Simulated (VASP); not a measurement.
# BN (F-43m) in VASP: settings compared

The runs below take BN through single point, with PBE, PBEsol, LDA.

Program: VASP 6.6.1. These are calculated values, not measurements. Logs are shortened: lines on timing, memory, paths and dates and some standing lists are left out, and cuts for length are marked.

### Step 1. The cell of the first run

Symmetry: F-43m, No. 216, cubic system. The conventional cell has a = 3.697 Å, b = 3.697 Å, c = 3.697 Å, α = 90.00°, β = 90.00°, γ = 90.00°. N (site symmetry -43m) has 4 B at 1.60 Å within 2.1 Å. B (site symmetry -43m) has 4 N at 1.60 Å within 2.1 Å.

### Step 2. Single point, PBE

INCAR reads:

```
  PREC = Accurate
  ENCUT = 520
  EDIFF = 1E-6
  ISMEAR = -1
  SIGMA = 0.05
  LREAL = F
  LASPH = T
  NELM = 60
  ALGO = Normal
  ISIF = 2
  LWAVE = F
  LCHARG = F
  GGA = PE
  NBANDS = 11
```

KPOINTS reads:

```
Automatic mesh
0
Gamma
  13 13 13
```

POSCAR reads:

```
BN
1.0
    0.0000000000      1.8485590667      1.8485590667
    1.8485590667      0.0000000000      1.8485590667
    1.8485590667      1.8485590667      0.0000000000
N B
1 1
Direct
    0.2500000000      0.2500000000      0.2500000000
    0.0000000000      0.0000000000      0.0000000000
```

Potentials or basis: VASP PAW PBE potentials, release 64 (N, B).

Started as:

```console
> cat potpaw_PBE.64/N/POTCAR potpaw_PBE.64/B/POTCAR > POTCAR
> mpirun -np 1 vasp_std > vasp.out
```

OUTCAR:

```text
PREC = Accurate
   ENCUT = 520
   EDIFF = 1E-6
   ISMEAR = -1
   LREAL = F
   LASPH = T
   NELM = 60
   ISIF = 2
   GGA = PE

 ion  position               nearest neighbor table
   1  0.250  0.250  0.250-   2 1.60   2 1.60   2 1.60   2 1.60
   2  0.000  0.000  0.000-   1 1.60   1 1.60   1 1.60   1 1.60

  LATTYP: Found a face centered cubic cell.
 ALAT       =     3.6971181334

  Lattice vectors:

 A1 = (   0.0000000000,   1.8485590667,   1.8485590667)
 A2 = (   1.8485590667,   0.0000000000,   1.8485590667)
 A3 = (   1.8485590667,   1.8485590667,   0.0000000000)

Analysis of symmetry for initial positions (statically):
=====================================================================
 Subroutine PRICEL returns:
 Original cell was already a primitive cell.

 Routine SETGRP: Setting up the symmetry group for a
 face centered cubic supercell.

 Subroutine GETGRP returns: Found 24 space group operations
 (whereof 24 operations were pure point group operations)
 out of a pool of 48 trial point group operations.

The static configuration has the point symmetry T_d .

Analysis of symmetry for dynamics (positions and initial velocities):
=====================================================================
 Subroutine PRICEL returns:
 Original cell was already a primitive cell.

 Routine SETGRP: Setting up the symmetry group for a
 face centered cubic supercell.

 Subroutine GETGRP returns: Found 24 space group operations
 (whereof 24 operations were pure point group operations)
 out of a pool of 48 trial point group operations.

The dynamic configuration has the point symmetry T_d .

 Subroutine INISYM returns: Found 24 space group operations
 (whereof 24 operations are pure point group operations),
 and found     1 'primitive' translations

----------------------------------------------------------------------------------------

                                     Primitive cell

  volume of cell :      12.6337

  direct lattice vectors                    reciprocal lattice vectors
     0.000000000  1.848559067  1.848559067    -0.270480943  0.270480943  0.270480943
     1.848559067  0.000000000  1.848559067     0.270480943 -0.270480943  0.270480943
     1.848559067  1.848559067  0.000000000     0.270480943  0.270480943 -0.270480943

  length of vectors
[... 85 lines left out ...]
   NSW    =      0    number of steps for IOM
   IBRION =     -1    ionic relax: 0-MD 1-quasi-New 2-CG
   NFREE  =      0    steps in history (QN), initial steepest desc. (CG)
   ISIF   =      2    stress and relaxation
   ISYM   =      2    0-nonsym 1-usesym 2-fastsym
   POTIM  = 0.5000    time-step for ionic-motion
   TEBEG  =    0.0;   TEEND  =   0.0 temperature during run
   PSTRESS=    0.0 pullay stress
   NELECT =       8.0000    total number of electrons
   NUPDOWN=      -1.0000    fix difference up-down
   EMIN   =  10.00;   EMAX   =-10.00  energy-range for DOS
   EFERMI =   0.00;   METHOD = LEGACY
   ISMEAR =    -1;   SIGMA  =   0.05  broadening in eV -4-tet -1-fermi 0-gaus
   EFERMI_NEDOS =   21; number of points for ismear=-14 and -15
   IALGO  =     38    algorithm
   IMIX   =      4    mixing-type and parameters
     AMIX     =   0.40;   BMIX     =  1.00
     AMIX_MAG =   1.60;   BMIX_MAG =  1.00
  volume/ion in A,a.u.               =       6.32        42.63
  Fermi-wavevector in a.u.,A,eV,Ry     =   1.405815  2.656605 26.889408  1.976316
  Thomas-Fermi vector in A             =   2.528238
   LORBIT       =      0    0 simple, 1 ext, 2 COOP (PROOUT), +10 PAW based schemes
   GGA     = PE    functional components
   LHFCALC =     F    Hartree Fock is set to
   AEXX    =    0.0000 exact exchange contribution
   IVDW    =     0    specifies the selected vdW correction
   LEPSILON=     F    determine dielectric tensor
   LRPA    =     F    only Hartree local field effects (RPA)
 non-spin polarized calculation
  energy-cutoff  :      520.00
  volume of cell :       12.63
 maximum number of plane-waves:       349
   NGX =  9   NGY =  9   NGZ =  9

 number of electron       8.0000002 magnetization

 Free energy of the ion-electron system (eV)
  ---------------------------------------------------
  ext. energy  EPLUGINS =         0.00000000
  ---------------------------------------------------
  free energy    TOTEN  =       -17.40585928 eV

  energy without entropy =      -17.40585928  energy(sigma->0) =      -17.40585928

 E-fermi :   7.5434     XC(G=0): -12.4923

 val. band max:        6.5955048512   @ k =   0.0000   0.0000   0.0000
 cond. band min:      11.0489384329   @ k =   0.4615   0.4615   0.0000
 fundamental gap:      4.4534335817
 Fermi energy:         7.5434225945

 k-point     1 :       0.0000    0.0000    0.0000
  band No.  band energies     occupation
      1     -12.8893      2.00000
      2       6.5955      2.00000
      3       6.5955      2.00000
      4       6.5955      2.00000
      5      15.0952      0.00000
      6      15.0952      0.00000
      7      15.0952      0.00000
      8      15.8705      0.00000
      9      30.1055      0.00000
     10      33.5564      0.00000
     11      33.5564      0.00000
[... 309 lines left out ...]
 k-point    24 :       0.4615    0.1538    0.0000
  band No.  band energies     occupation
      1      -9.1842      2.00000
      2      -2.1820      2.00000
      3       3.4985      2.00000
      4       3.9552      2.00000
      5      15.1371      0.00000
      6      17.9283      0.00000
      7      18.5891      0.00000
      8      20.5261      0.00000
      9      26.6664      0.00000
     10      31.5726      0.00000
     11      33.6306      0.00000

 [... further k-points ...]

------------------------ aborting loop because EDIFF is reached ----------------------------------------

  FORCE on cell =-STRESS in cart. coord.  units (eV):
  Direction    XX          YY          ZZ          XY          YZ          ZX
  --------------------------------------------------------------------------------------
  -------------------------------------------------------------------------------------
  Total       -1.5519811     -1.5519811     -1.5519811      0.0000000      0.0000000      0.0000000
  in kB     -196.8189944   -196.8189944   -196.8189944      0.0000000      0.0000000      0.0000000
  external PRESSURE =    -196.8189944 kB  Pullay stress =       0.0000000 kB

 VOLUME and BASIS-vectors are now :
 -----------------------------------------------------------------------------
  energy-cutoff  :      520.00
  volume of cell :       12.63
      direct lattice vectors                 reciprocal lattice vectors
     0.000000000  1.848559067  1.848559067    -0.270480943  0.270480943  0.270480943
     1.848559067  0.000000000  1.848559067     0.270480943 -0.270480943  0.270480943
     1.848559067  1.848559067  0.000000000     0.270480943  0.270480943 -0.270480943

 POSITION                                       TOTAL-FORCE (eV/Angst)
 -----------------------------------------------------------------------------------
      0.92428      0.92428      0.92428         0.000000      0.000000      0.000000
      0.00000      0.00000      0.00000        -0.000000     -0.000000     -0.000000
 -----------------------------------------------------------------------------------
    total drift:                               -0.000000     -0.000000      0.000000

  FREE ENERGIE OF THE ION-ELECTRON SYSTEM (eV)
  ---------------------------------------------------
  free  energy   TOTEN  =       -17.4058592807 eV

  energy  without entropy=      -17.4058592807  energy(sigma->0) =      -17.40585928
```

OSZICAR:

```text
N       E                     dE             d eps       ncg     rms          rms(c)
DAV:   1     0.970281382870E+01    0.97028E+01   -0.49339E+03  1888   0.718E+02
DAV:   2    -0.177429701067E+02   -0.27446E+02   -0.26708E+02  2232   0.161E+02
DAV:   3    -0.182730839247E+02   -0.53011E+00   -0.52926E+00  2160   0.191E+01
DAV:   4    -0.182737883301E+02   -0.70441E-03   -0.70439E-03  1980   0.776E-01
DAV:   5    -0.182737890860E+02   -0.75587E-06   -0.75589E-06  2139   0.250E-02    0.634E+00
DAV:   6    -0.174700833702E+02    0.80371E+00   -0.30619E+00  1950   0.975E+00    0.304E+00
DAV:   7    -0.174178001967E+02    0.52283E-01   -0.79027E-02  2028   0.240E+00    0.183E+00
DAV:   8    -0.174056428614E+02    0.12157E-01   -0.32550E-02  2037   0.129E+00    0.159E-01
DAV:   9    -0.174057564340E+02   -0.11357E-03   -0.11080E-03  1965   0.254E-01    0.771E-02
DAV:  10    -0.174058531796E+02   -0.96746E-04   -0.13239E-04  2000   0.983E-02    0.144E-02
DAV:  11    -0.174058592540E+02   -0.60743E-05   -0.11084E-05  2145   0.269E-02    0.105E-02
DAV:  12    -0.174058592807E+02   -0.26736E-07   -0.18064E-06  1092   0.913E-03
   1 F= -.17405859E+02 E0= -.17405859E+02  d E =-.257066E-10
```

Run time: 5.1 s. Hardware: 1 thread of Intel Xeon 6975P-C (Granite Rapids), shared host; peak memory 0.12 GiB.

What came out:

| Property | Result |
| --- | --- |
| Free energy | -17.4059 eV |
| Pressure | -19.7 GPa |
| Band gap on the k mesh | 4.45 eV, indirect (least direct gap 8.50 eV) |

A k mesh can miss the band edges.

### Step 3. Single point, PBE (volume scaled by 0.96)

INCAR reads:

```
SYSTEM = BN
PREC     = Accurate       ! precision mode
ENCUT    = 520            ! plane-wave cutoff, eV
EDIFF    = 1E-7           ! SCF threshold, eV
ISMEAR   = -1             ! smearing method
SIGMA    = 0.05           ! smearing width, eV
LREAL    = .False.        ! projectors in reciprocal space
LASPH    = .True.         ! aspherical terms in the spheres
NELM     = 60             ! most SCF steps
ALGO     = Normal         ! electronic algorithm
ISIF     = 2              ! what is computed and relaxed
LWAVE    = .False.        ! write WAVECAR
LCHARG   = .False.        ! write CHGCAR
GGA      = PE             ! functional
NBANDS   = 11             ! bands
```

KPOINTS reads:

```
regular mesh
0
Gamma
  13 13 13
  0 0 0
```

POSCAR reads:

```
BN
1.0
    0.0000000000      1.7884979828      1.7884979828
    1.7884979828      0.0000000000      1.7884979828
    1.7884979828      1.7884979828      0.0000000000
N B
1 1
Direct
    0.2500000000      0.2500000000      0.2500000000
    0.0000000000      0.0000000000      0.0000000000
```

Potentials or basis: VASP PAW PBE potentials, release 64 (N, B).

Started as:

```console
> cat potpaw_PBE.64/N/POTCAR potpaw_PBE.64/B/POTCAR > POTCAR
> mpirun -np 1 vasp_std > vasp.out
```

Run time: 7.8 s. Hardware: 1 thread of AMD EPYC 7R13 (Zen 3), shared host; peak memory 0.09 GiB.

Results (log left out):

```yaml
Free_energy: -17.4271 eV
Pressure: 16.2 GPa
Band_gap_on_the_k_mesh: 4.57 eV, indirect (least direct gap 8.97 eV)
```

Levels at points of the mesh, in eV from the valence-band top:
| k point | band 2 | band 3 | band 4 | band 5 | band 6 | band 7 |
| --- | --- | --- | --- | --- | --- | --- |
| (0.00, 0.00, 0.00) | 0.00 | 0.00 | 0.00 | 8.97 | 8.97 | 8.97 |

Caveat: the cell differs from its parent crystal (volume scaled by 0.96).

### Step 4. Single point, PBE (volume scaled by 1.02)

INCAR reads:

```
SYSTEM = BN
ALGO = Normal
EDIFF = 1E-6
ENCUT = 520
GGA = PE
ISIF = 2
ISMEAR = -1
LASPH = .True.
LCHARG = .False.
LREAL = .False.
LWAVE = .False.
NBANDS = 11
NELM = 100
PREC = Accurate
SIGMA = 0.05
```

KPOINTS reads:

```
k-points
0
Gamma
  13 13 13
  0 0 0
```

POSCAR reads:

```
BN
1.0
    0.0000000000      1.8250079791      1.8250079791
    1.8250079791      0.0000000000      1.8250079791
    1.8250079791      1.8250079791      0.0000000000
N B
1 1
Direct
    0.2500000000      0.2500000000      0.2500000000
    0.0000000000      0.0000000000      0.0000000000
```

Started as:

```console
> cat potpaw_PBE.64/N/POTCAR potpaw_PBE.64/B/POTCAR > POTCAR
> mpirun -np 1 vasp_std > vasp.out
```

It took 7.1 s on 1 thread of AMD EPYC 7R13 (Zen 3), shared host; peak memory 0.09 GiB.

Results (log left out):

| Quantity | Value |
| --- | --- |
| Free energy | -17.4458 eV |
| Pressure | -7.3 GPa |
| Band gap on the k mesh | 4.50 eV, indirect (least direct gap 8.68 eV) |

Levels at points of the mesh, in eV from the valence-band top:
```csv
k point,band 2,band 3,band 4,band 5,band 6,band 7
"(0.00, 0.00, 0.00)",0.00,0.00,0.00,8.68,8.68,8.68
```

Caveat: the cell differs from its parent crystal (volume scaled by 1.02). A k mesh can miss the band edges.

### Step 5. Single point, PBEsol

This run uses another cell than the first one, of 5.96 Å³/atom, 0.943 times its volume.

INCAR reads:

```
  PREC = Accurate
  ENCUT = 520
  EDIFF = 1E-6
  ISMEAR = 0
  SIGMA = 0.05
  LREAL = False
  LASPH = True
  NELM = 80
  ALGO = Normal
  ISIF = 2
  LWAVE = False
  LCHARG = False
  GGA = PS
  NBANDS = 11
```

KPOINTS reads:

```
regular mesh
0
Gamma
  13 13 13
```

POSCAR reads:

```
BN
1.0
    0.0000000000      1.8130010000      1.8130010000
    1.8130010000      0.0000000000      1.8130010000
    1.8130010000      1.8130010000      0.0000000000
N B
1 1
Direct
    0.2500000000      0.2500000000      0.2500000000
    0.0000000000      0.0000000000      0.0000000000
```

Started as:

```console
> cat potpaw_PBE.64/N/POTCAR potpaw_PBE.64/B/POTCAR > POTCAR
> mpirun -np 1 vasp_std > vasp.out
```

Run time: 5 s. Hardware: 1 thread of Intel Xeon 6975P-C (Granite Rapids), shared host; peak memory 0.12 GiB.

The run converged. Its results:

```yaml
Free_energy: -18.3439 eV
Pressure: -5.7 GPa
Band_gap_on_the_k_mesh: 4.34 eV, indirect (least direct gap 8.72 eV)
```

Levels at points of the mesh, in eV from the valence-band top:
```tsv
k point	band 1	band 2	band 3	band 4	band 5	band 6	band 7	band 8	band 9
(0.00, 0.00, 0.00)	-20.15	0.00	0.00	0.00	8.72	8.72	8.72	10.12	24.34
```

Caveat: the PAW data sets were made with another functional, which shifts forces and pressure a little.

(Continued in part 2 of 2.)
